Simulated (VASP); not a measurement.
Runs of VASP 6.6.1 on HfO2 (fluorite type). The structure is that of space group Fm-3m (No. 225), or close to it. The cells are those of the table. 

```csv
task,cell,k mesh for the DOS,occupations for the DOS,gap on the mesh (eV),pressure (GPa)
single point,"a = 3.231 Å, angles 60.0°, 3 atoms",-,-,(b),153.9
single point,"a = 3.604 Å, angles 60.0°, 3 atoms",-,-,3.83,-3.6
single point,"a = 3.531 Å, angles 60.0°, 3 atoms",-,-,(c),13.1
single point,"a = 3.454 Å, angles 60.0°, 3 atoms",-,-,(a),36.3
single point,"a = 3.074 Å, angles 60.0°, 3 atoms",-,-,4.64,310.4
single point,"a = 3.346 Å, angles 60.0°, 3 atoms",-,-,4.35,81.9
```

Alike in all rows: level PBE; potentials or basis VASP PAW PBE potentials, release 64 (Hf_pv, O); no spin polarisation; k mesh 11 × 11 × 11; cutoff (eV) 520; smearing fermi-dirac 0.05 eV.

Q: Fill in the values left out.

A: (a) 4.17; (b) 4.51; (c) 4.00.

Caveats: spin-orbit coupling is left out, which moves the levels of the heavy elements.

A k mesh can miss the band edges, and the runs leave out spin-orbit coupling on Hf.
